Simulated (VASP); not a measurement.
# As (R-3m) in VASP: notebook

Runs on As. Level: r2SCAN. Tasks: single point.

Everything below comes from runs of VASP 6.6.1. Logs are shortened: lines on timing, memory, paths and dates and some standing lists are left out, and cuts for length are marked.

## 1. The cell of the first run

Symmetry: R-3m, No. 166, trigonal system. The conventional cell has a = 3.593 Å, b = 3.593 Å, c = 14.295 Å, α = 90.00°, β = 90.00°, γ = 120.00°. As (site symmetry 3m) has 3 As at 2.48 Å within 3.3 Å.

## 2. Single point, r2SCAN (26.63 Å³/atom)

POSCAR

```
As
1.0
    1.7962881066      1.0370874219      4.7649242957
   -1.7962881066      1.0370874219      4.7649242957
    0.0000000000     -2.0741748437      4.7649242957
As
2
Direct
    0.7857675534      0.7857675534      0.7857675534
    0.2142324466      0.2142324466      0.2142324466
```

INCAR.step1

```
SYSTEM = As
ALGO = Normal ; EDIFF = 1E-5
ENCUT = 660 ; GGA = PE
GGA_COMPAT = .FALSE. ; ISMEAR = 0
LASPH = .TRUE. ; LCHARG = .FALSE.
LREAL = .FALSE. ; LWAVE = .TRUE.
NBANDS = 22 ; NELM = 120
PREC = Accurate ; SIGMA = 0.02
```

INCAR.step2

```
SYSTEM = As
ALGO = Normal ; EDIFF = 1E-6
ENCUT = 660 ; GGA_COMPAT = .FALSE.
ISIF = 2 ; ISMEAR = 0
ISTART = 1 ; LASPH = .TRUE.
LCHARG = .FALSE. ; LMIXTAU = .TRUE.
LREAL = .FALSE. ; LWAVE = .FALSE.
METAGGA = R2SCAN ; NBANDS = 22
NELM = 120 ; PREC = Accurate
SIGMA = 0.02
```

KPOINTS

```
k-points
0
G
  9 9 9
  0 0 0
```

Potentials or basis: VASP PAW PBE potentials, release 64 (As_d).

Run with:

```bash
$ cat potpaw_PBE.64/As_d/POTCAR > POTCAR
$ cp INCAR.step1 INCAR
$ mpirun -np 1 vasp_std > vasp.out
$ cp INCAR.step2 INCAR
$ mpirun -np 1 vasp_std > vasp.out
```

OUTCAR:

```text
SYSTEM = As
   EDIFF = 1E-6
   ENCUT = 660
   ISIF = 2
   ISMEAR = 0
   ISTART = 1
   LASPH = .TRUE.
   LREAL = .FALSE.
   METAGGA = R2SCAN
   NELM = 120
   PREC = Accurate

 ion  position               nearest neighbor table
   1  0.786  0.786  0.786-   2 2.48   2 2.48   2 2.48
   2  0.214  0.214  0.214-   1 2.48   1 2.48   1 2.48

  LATTYP: Found a trigonal (rhomboedric) cell.
 ALAT       =     5.1967975549
 COS(alpha) =     0.7610481558

  Lattice vectors:

 A1 = (   1.7962881066,   1.0370874219,   4.7649242957)
 A2 = (  -1.7962881066,   1.0370874219,   4.7649242957)
 A3 = (   0.0000000000,  -2.0741748437,   4.7649242957)

Analysis of symmetry for initial positions (statically):
=====================================================================
 Subroutine PRICEL returns:
 Original cell was already a primitive cell.

 Routine SETGRP: Setting up the symmetry group for a
 trigonal (rhombohedral) supercell.

 Subroutine GETGRP returns: Found 12 space group operations
 (whereof 12 operations were pure point group operations)
 out of a pool of 12 trial point group operations.

The static configuration has the point symmetry D_3d.

Analysis of symmetry for dynamics (positions and initial velocities):
=====================================================================
 Subroutine PRICEL returns:
 Original cell was already a primitive cell.

 Routine SETGRP: Setting up the symmetry group for a
 trigonal (rhombohedral) supercell.

 Subroutine GETGRP returns: Found 12 space group operations
 (whereof 12 operations were pure point group operations)
 out of a pool of 12 trial point group operations.

The dynamic configuration has the point symmetry D_3d.

 Subroutine INISYM returns: Found 12 space group operations
 (whereof 12 operations are pure point group operations),
 and found     1 'primitive' translations

----------------------------------------------------------------------------------------

                                     Primitive cell

  volume of cell :      53.2597

  direct lattice vectors                    reciprocal lattice vectors
     1.796288107  1.037087422  4.764924296     0.278351785  0.160706478  0.069955641
    -1.796288107  1.037087422  4.764924296    -0.278351785  0.160706478  0.069955641
     0.000000000 -2.074174844  4.764924296     0.000000000 -0.321412955  0.069955641

  length of vectors
     5.196797555  5.196797555  5.196797555     0.328937805  0.328937805  0.328937805

  position of ions in fractional coordinates (direct lattice)
     0.785767553  0.785767553  0.785767553
     0.214232447  0.214232447  0.214232447

  ion indices of the primitive-cell ions
   primitive index   ion index
                 1           1
                 2           2

----------------------------------------------------------------------------------------

 KPOINTS: k-points

Automatic generation of k-mesh.
 Grid dimensions read from file:
 generate k-points for:    9    9    9

 Generating k-lattice:

  Cartesian coordinates                     Fractional coordinates (reciprocal lattice)
     0.030927976  0.017856275  0.007772849     0.111111111 -0.000000000 -0.000000000
    -0.030927976  0.017856275  0.007772849    -0.000000000  0.111111111 -0.000000000
     0.000000000 -0.035712551  0.007772849     0.000000000  0.000000000  0.111111111

  Length of vectors
     0.036548645  0.036548645  0.036548645

  Shift w.r.t. Gamma in fractional coordinates (k-lattice)
     0.000000000  0.000000000  0.000000000

 Subroutine IBZKPT returns following result:
 ===========================================

 Found     85 irreducible k-points:

 Following reciprocal coordinates:
            Coordinates               Weight
  0.000000  0.000000  0.000000      1.000000
  0.111111  0.000000  0.000000      6.000000
  0.222222  0.000000  0.000000      6.000000
  0.333333  0.000000 -0.000000      6.000000
  0.444444  0.000000  0.000000      6.000000
  0.111111  0.111111  0.000000      6.000000
[... 16 lines left out ...]
 -0.333333  0.333333  0.000000      6.000000
  0.444444  0.444444  0.000000      6.000000
 [... further k-points ...]
   k-points           NKPTS =     85   k-points in BZ     NKDIM =     85   number of bands    NBANDS=     22
   number of dos      NEDOS =    301   number of ions     NIONS =      2
   total plane-waves  NPLWV = 110592
   dimension x,y,z NGX =    48 NGY =   48 NGZ =   48
   dimension x,y,z NGXF=    96 NGYF=   96 NGZF=   96
   ions per type =               2
   NGX,Y,Z   is equivalent  to a cutoff of  15.36, 15.36, 15.36 a.u.
   NGXF,Y,Z  is equivalent  to a cutoff of  30.71, 30.71, 30.71 a.u.
 SYSTEM =  As
   PREC   = accura    normal or accurate (medium, high low for compatibility)
   ISTART =      1    job   : 0-new  1-cont  2-samecut
   ICHARG =      0    charge: 1-file 2-atom 10-const
   ISPIN  =      1    spin polarized calculation?
   LNONCOLLINEAR =      F non collinear calculations
   LSORBIT =      F    spin-orbit coupling
   LASPH  =      T    aspherical Exc in radial PAW
   ENCUT  =  660.0 eV  48.51 Ry    6.96 a.u.  10.89 10.89 10.89*2*pi/ulx,y,z
   NELM   =    120;   NELMIN=  2; NELMDL=  0     # of ELM steps
   EDIFF  = 0.1E-05   stopping-criterion for ELM
   LREAL  =      F    real-space projection
   EDIFFG = 0.1E-04   stopping-criterion for IOM
   NSW    =      0    number of steps for IOM
   IBRION =     -1    ionic relax: 0-MD 1-quasi-New 2-CG
   NFREE  =      0    steps in history (QN), initial steepest desc. (CG)
   ISIF   =      2    stress and relaxation
   ISYM   =      2    0-nonsym 1-usesym 2-fastsym
   POTIM  = 0.5000    time-step for ionic-motion
   TEBEG  =    0.0;   TEEND  =   0.0 temperature during run
   PSTRESS=    0.0 pullay stress
   NELECT =      30.0000    total number of electrons
   NUPDOWN=      -1.0000    fix difference up-down
   EMIN   =  10.00;   EMAX   =-10.00  energy-range for DOS
   EFERMI =   0.00;   METHOD = LEGACY
   ISMEAR =     0;   SIGMA  =   0.02  broadening in eV -4-tet -1-fermi 0-gaus
   EFERMI_NEDOS =   21; number of points for ismear=-14 and -15
   IALGO  =     38    algorithm
   IMIX   =      4    mixing-type and parameters
     AMIX     =   0.40;   BMIX     =  1.00
     AMIX_MAG =   1.60;   BMIX_MAG =  1.00
  volume/ion in A,a.u.               =      26.63       179.71
  Fermi-wavevector in a.u.,A,eV,Ry     =   1.352018  2.554943 24.870795  1.827952
  Thomas-Fermi vector in A             =   2.479391
   LORBIT       =      0    0 simple, 1 ext, 2 COOP (PROOUT), +10 PAW based schemes
   METAGGA = R2SCAN    functional components
   LHFCALC =     F    Hartree Fock is set to
   AEXX    =    0.0000 exact exchange contribution
   IVDW    =     0    specifies the selected vdW correction
   LEPSILON=     F    determine dielectric tensor
   LRPA    =     F    only Hartree local field effects (RPA)
 non-spin polarized calculation
 Gauss-broadening in eV      SIGMA  =   0.02
  energy-cutoff  :      660.00
  volume of cell :       53.26
 maximum number of plane-waves:      2072
 NGX is ok and might be reduce to    48
   NGX = 21   NGY = 21   NGZ = 21

 number of electron      30.0000000 magnetization

 Free energy of the ion-electron system (eV)
  ---------------------------------------------------
  ext. energy  EPLUGINS =         0.00000000
  ---------------------------------------------------
  free energy    TOTEN  =       -29.47977600 eV

  energy without entropy =      -29.47977600  energy(sigma->0) =      -29.47977600

 E-fermi :   2.1908     XC(G=0): -10.1009

 val. band max:        2.1091554679   @ k =  -0.4444   0.4444   0.4444
 cond. band min:       2.3161331619   @ k =   0.3333   0.0000  -0.0000
 fundamental gap:      0.2069776940
 Fermi energy:         2.1908120352

 k-point     1 :       0.0000    0.0000    0.0000
  band No.  band energies     occupation
      1     -35.0090      2.00000
      2     -35.0090      2.00000
      3     -34.9609      2.00000
      4     -34.9609      2.00000
      5     -34.9063      2.00000
      6     -34.8767      2.00000
[... 14 lines left out ...]
     21      11.3136      0.00000
     22      12.0887      0.00000

 k-point     2 :       0.1111    0.0000    0.0000
  band No.  band energies     occupation
      1     -35.0086      2.00000
      2     -35.0050      2.00000
      3     -34.9598      2.00000
      4     -34.9577      2.00000
      5     -34.9060      2.00000
      6     -34.8788      2.00000
[... 14 lines left out ...]
     21      11.1145      0.00000
     22      12.0135      0.00000

 k-point     3 :       0.2222    0.0000    0.0000
  band No.  band energies     occupation
      1     -35.0075      2.00000
      2     -34.9942      2.00000
      3     -34.9565      2.00000
      4     -34.9489      2.00000
      5     -34.9052      2.00000
      6     -34.8850      2.00000
[... 14 lines left out ...]
     21      11.5670      0.00000
     22      13.4715      0.00000

 k-point     4 :       0.3333    0.0000   -0.0000
  band No.  band energies     occupation
      1     -35.0060      2.00000
      2     -34.9812      2.00000
      3     -34.9488      2.00000
      4     -34.9365      2.00000
      5     -34.9048      2.00000
      6     -34.8945      2.00000
[... 14 lines left out ...]
     21      12.4400      0.00000
     22      13.1884      0.00000

 k-point     5 :       0.4444    0.0000    0.0000
  band No.  band energies     occupation
      1     -35.0050      2.00000
      2     -34.9737      2.00000
      3     -34.9333      2.00000
      4     -34.9230      2.00000
      5     -34.9118      2.00000
      6     -34.9061      2.00000
[... 14 lines left out ...]
     21      14.4415      0.00000
     22      15.5629      0.00000

 k-point     6 :       0.1111    0.1111    0.0000
  band No.  band energies     occupation
      1     -35.0087      2.00000
      2     -35.0050      2.00000
      3     -34.9598      2.00000
      4     -34.9577      2.00000
      5     -34.9060      2.00000
      6     -34.8789      2.00000
[... 14 lines left out ...]
     21      11.3113      0.00000
     22      11.6082      0.00000

 k-point     7 :       0.2222    0.1111    0.0000
  band No.  band energies     occupation
      1     -35.0081      2.00000
      2     -34.9973      2.00000
      3     -34.9577      2.00000
      4     -34.9518      2.00000
      5     -34.9054      2.00000
      6     -34.8833      2.00000
[... 324 lines left out ...]
      6     -34.8947      2.00000
[... 14 lines left out ...]
     21      12.8475      0.00000
     22      13.2179      0.00000

 k-point    21 :       0.4444    0.3333    0.0000
  band No.  band energies     occupation
      1     -35.0062      2.00000
      2     -34.9721      2.00000
      3     -34.9426      2.00000
      4     -34.9287      2.00000
      5     -34.9063      2.00000
      6     -34.9024      2.00000
[... 14 lines left out ...]
     21      12.5227      0.00000
     22      13.0640      0.00000

 k-point    22 :      -0.4444    0.3333    0.0000
  band No.  band energies     occupation
      1     -35.0066      2.00000
      2     -34.9577      2.00000
      3     -34.9384      2.00000
      4     -34.9207      2.00000
      5     -34.9167      2.00000
      6     -34.9035      2.00000
[... 14 lines left out ...]
     21      11.7039      0.00000
     22      13.5804      0.00000

 k-point    23 :      -0.3333    0.3333    0.0000
  band No.  band energies     occupation
      1     -35.0068      2.00000
      2     -34.9427      2.00000
      3     -34.9426      2.00000
      4     -34.9284      2.00000
      5     -34.9063      2.00000
      6     -34.9058      2.00000
[... 14 lines left out ...]
     21      11.7211      0.00000
     22      11.8090      0.00000

 k-point    24 :       0.4444    0.4444    0.0000
  band No.  band energies     occupation
      1     -35.0052      2.00000
      2     -34.9738      2.00000
      3     -34.9332      2.00000
      4     -34.9230      2.00000
      5     -34.9117      2.00000
      6     -34.9063      2.00000
[... 14 lines left out ...]
     21      11.9087      0.00000
     22      13.5395      0.00000

 [... further k-points ...]

------------------------ aborting loop because EDIFF is reached ----------------------------------------

  FORCE on cell =-STRESS in cart. coord.  units (eV):
  Direction    XX          YY          ZZ          XY          YZ          ZX
  --------------------------------------------------------------------------------------
  -------------------------------------------------------------------------------------
  Total        0.2112656      0.2112656      0.2234786      0.0000000      0.0000000      0.0000000
  in kB        6.3553702      6.3553702      6.7227647      0.0000000      0.0000000      0.0000000
  external PRESSURE =       6.4778350 kB  Pullay stress =       0.0000000 kB

 VOLUME and BASIS-vectors are now :
 -----------------------------------------------------------------------------
  energy-cutoff  :      660.00
  volume of cell :       53.26
      direct lattice vectors                 reciprocal lattice vectors
     1.796288107  1.037087422  4.764924296     0.278351785  0.160706478  0.069955641
    -1.796288107  1.037087422  4.764924296    -0.278351785  0.160706478  0.069955641
     0.000000000 -2.074174844  4.764924296     0.000000000 -0.321412955  0.069955641

 POSITION                                       TOTAL-FORCE (eV/Angst)
 -----------------------------------------------------------------------------------
      0.00000      0.00000     11.23237         0.000000     -0.000000     -0.041630
      0.00000      0.00000      3.06240         0.000000      0.000000      0.041630
 -----------------------------------------------------------------------------------
    total drift:                                0.000000      0.000000     -0.000000

  FREE ENERGIE OF THE ION-ELECTRON SYSTEM (eV)
  ---------------------------------------------------
  free  energy   TOTEN  =       -29.4797759999 eV

  energy  without entropy=      -29.4797759999  energy(sigma->0) =      -29.47977600
```

Run time: 6.4 min. Hardware: 1 thread of Intel Xeon 6975P-C (Granite Rapids), shared host; peak memory 0.42 GiB.

What came out:

* Free energy: -29.4798 eV
* Pressure: 0.6 GPa
* Largest force: 0.042 eV/Å

Forces in eV/Å, atoms in the order of the input:
```
As   0.000  0.000 -0.042
As   0.000  0.000  0.042
```

Caveat: the PAW data sets were made with another functional, which shifts forces and pressure a little.

[end of part 1 of 2]
